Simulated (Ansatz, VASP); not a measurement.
One calculation of Si16CO, two programs

```
CELL_PARAMETERS angstrom
7.73541 0.00000 0.00000
0.00000 7.73541 0.00000
0.00000 0.00000 22.11192
ATOMIC_POSITIONS crystal
Si 0.00000 0.25000 0.18090
Si 0.00000 0.75000 0.18090
Si 0.50000 0.25000 0.18090
Si 0.50000 0.75000 0.18090
Si 0.00000 0.00000 0.24274
Si 0.00000 0.50000 0.24274
Si 0.50000 0.00000 0.24274
Si 0.50000 0.50000 0.24274
Si 0.25000 0.00000 0.30620
Si 0.25000 0.50000 0.30620
Si 0.75000 0.00000 0.30620
Si 0.75000 0.50000 0.30620
Si 0.25000 0.25000 0.36686
Si 0.25000 0.75000 0.36686
Si 0.75000 0.25000 0.36686
Si 0.75000 0.75000 0.36686
C 0.50000 0.75000 0.32570
O 0.46251 0.76005 0.37638
```

Alike in both runs: task single point; functional PBE; k mesh 4 × 4 × 1; occupations gaussian, width 0.05 eV; no spin polarisation.

```csv
,VASP,Ansatz
version,VASP 6.6.1,Ansatz 0.2.0
potentials or method,"VASP PAW PBE potentials, release 64 (Si, C, O), cutoff 520 eV","scalar-relativistic, plane waves, PAW"
valence electrons in the cell,74,74
```

Ansatz gave:

```
gap on the k mesh at the Fermi level (eV) : none
rms of the force components (eV/Å)        : 2.117
```

Problem. Estimate VASP's values.

Solution. gap on the k mesh at the Fermi level (eV): none; rms of the force components (eV/Å): 2.258.

Atom by atom the forces differ by 0.152 eV/Å (rms over components). A gap of «none» marks a metal or a gap that the smearing closes.

Noted on VASP's run: the standard files for N, O and F lose accuracy on very short bonds.
